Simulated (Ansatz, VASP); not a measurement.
# One calculation of Ta4O, two programs

File INCAR:

```
PREC     = Accurate       # precision mode
ENCUT    = 520            # plane-wave cutoff, eV
EDIFF    = 1E-6           # SCF threshold, eV
ISMEAR   = 0              # smearing method
SIGMA    = 0.1            # smearing width, eV
LREAL    = False          # projectors in reciprocal space
LASPH    = True           # aspherical terms in the spheres
NELM     = 80             # most SCF steps
ALGO     = Normal         # electronic algorithm
ISIF     = 2              # what is computed and relaxed
LWAVE    = False          # write WAVECAR
LCHARG   = True           # write CHGCAR
GGA      = PS             # functional
LELF     = True           # ELF
LVHAR    = True         
NBANDS   = 33             # bands
```

File KPOINTS:

```
regular mesh
0
Gamma
  10 10 4
```

POSCAR

```
Ta4O
1.0
    3.2320470291     -0.0152481768      0.0288595295
   -0.0152481768      3.2607564900     -0.0239794059
    0.0656424534     -0.0545423666      7.3830922482
Ta O
4 1
Direct
    0.0557881040      0.0175980815      0.4959207976
    0.5099888585      0.4844793375      0.7830196518
    0.4958958890      0.5104955771      0.2247411169
    0.0271957279      0.0119959521     -0.0099535760
    0.4860972249      0.4512680640      0.5148622201
```

Input for Ansatz:

```yaml
crystal:
  lattice:
    - [3.2320470291, -0.0152481768, 0.0288595295]
    - [-0.0152481768, 3.26075649, -0.0239794059]
    - [0.0656424534, -0.0545423666, 7.3830922482]
  atoms:
    - { symbol: Ta, position: [0.055788104, 0.0175980815, 0.4959207976] }
    - { symbol: Ta, position: [0.5099888585, 0.4844793375, 0.7830196518] }
    - { symbol: Ta, position: [0.495895889, 0.5104955771, 0.2247411169] }
    - { symbol: Ta, position: [0.0271957279, 0.0119959521, -0.009953576] }
    - { symbol: O, position: [0.4860972249, 0.451268064, 0.5148622201] }
basis:
  ecutwfc: 420
kpoints:
  mp_grid: { grid: [10, 10, 4] }
hamiltonian:
  xc: pbesol
scf:
  occupations: { method: gaussian, width: 0.1 }
output:
  forces: true
  stress: true
  eigenvalues: true
```

Change from the starting cell: all atoms moved at random (sigma 0.07 Å), cell strained at random (1 %).

Alike in both runs: task single point; functional PBEsol; k mesh 10 × 10 × 4; occupations gaussian, width 0.1 eV; no spin polarisation.

```csv
,VASP,Ansatz
version,VASP 6.6.1,Ansatz 0.2.0
potentials or method,"VASP PAW PBE potentials, release 64 (Ta_pv, O), cutoff 520 eV","scalar-relativistic, plane waves, PAW"
valence electrons in the cell,50,58
```

VASP gave:

* gap on the k mesh at the Fermi level (eV): none
* pressure (GPa): 0.0
* traceless stress, the component that is largest in VASP (GPa): 6.08
* rms of the force components (eV/Å): 1.203

Task: What did Ansatz give for the same quantities?

Result: gap on the k mesh at the Fermi level (eV): none; pressure (GPa): -0.4; traceless stress, the component that is largest in VASP (GPa): 5.96; rms of the force components (eV/Å): 1.177.

VASP's potentials were made for PBE, not for PBEsol. Atom by atom the forces differ by 0.032 eV/Å (rms over components). A gap of «none» marks a metal or a gap that the smearing closes. VASP's potentials hold 50 valence electrons a cell and Ansatz's 58, so a difference there can come from the potentials and not from the codes.

Neither program's run includes spin-orbit coupling.
